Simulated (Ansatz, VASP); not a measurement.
# MoNO: VASP beside Ansatz

```
Mo O N
1.0
     2.83457    0.00000    0.00000
     0.00000    2.83457    0.00000
     0.00000    0.00000    7.17612
Mo O N
2 2 2
Direct
  0.00000 0.50000 0.90000
  0.50000 0.00000 0.10000
  0.00000 0.50000 0.33500
  0.50000 0.00000 0.66500
  0.00000 0.50000 0.61700
  0.50000 0.00000 0.38300
```

Alike in both runs: task single point; functional RPBE; k mesh 6 × 6 × 3; occupations gaussian, width 0.2873 eV; no spin polarisation.

|  | VASP | Ansatz |
| --- | --- | --- |
| version | VASP 6.6.1 | Ansatz 0.2.0 |
| potentials or method | VASP PAW PBE potentials, release 64 (Mo_sv, O, N), cutoff 600 eV | PAW plane waves |
| valence electrons in the cell | 50 | 50 |

|  | VASP | Ansatz | Ansatz less VASP |
| --- | --- | --- | --- |
| gap on the k mesh at the Fermi level (eV) | none | none | - |
| rms of the force components (eV/Å) | 2.089 | 2.080 | -0.0085 |

VASP's potentials were made for PBE, not for RPBE. Atom by atom the forces differ by 0.025 eV/Å (rms over components). A gap of «none» marks a metal or a gap that the smearing closes.

The k mesh is coarse, so the values compare programs but aren't converged.
